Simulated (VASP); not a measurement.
Input of a VASP 6.6.1 run:

INCAR

```
PREC = Accurate
ENCUT = 520
EDIFF = 1E-6
ISMEAR = -1
SIGMA = 0.05
LREAL = False
LASPH = True
NELM = 60
ALGO = Normal
ISIF = 2
LWAVE = False
LCHARG = True
GGA = PE
LELF = True
LVHAR = True
NBANDS = 20
```

KPOINTS

```
regular mesh
0
Gamma
  8 8 8
```

POSCAR

```
In
1.0
    0.0000000000      3.2520696876      3.2520696876
    3.2520696876      0.0000000000      3.2520696876
    3.2520696876      3.2520696876      0.0000000000
In
2
Direct
   -0.1700000000     -0.1100000000     -0.1100000000
    0.1700000000      0.1100000000      0.1100000000
```

Potentials or basis: VASP PAW PBE potentials, release 64 (In_d).

Launch:

```sh
$ cat potpaw_PBE.64/In_d/POTCAR > POTCAR
$ mpirun -np 1 vasp_std > vasp.out
```

Q: What does it give for the pressure?

A: 5.1 GPa.

Q: Estimate the band gap on the k mesh.

A: Zero (band 13 reaches 7.20 eV, above the bottom of band 14 at 3.34 eV).

Q: Estimate the largest force.

A: 2.799 eV/Å.

Stress tensor (GPa, compression positive):
```
 5.10 -6.08 -6.08
-6.08  5.10  6.08
-6.08  6.08  5.10
```

Caveat: the cell differs from its parent crystal (shortest bond scaled by 0.88); spin-orbit coupling is left out, which moves the levels of the heavy elements; forces of over 1 eV/Å act on the atoms, so gaps and moduli don't describe the material at rest.
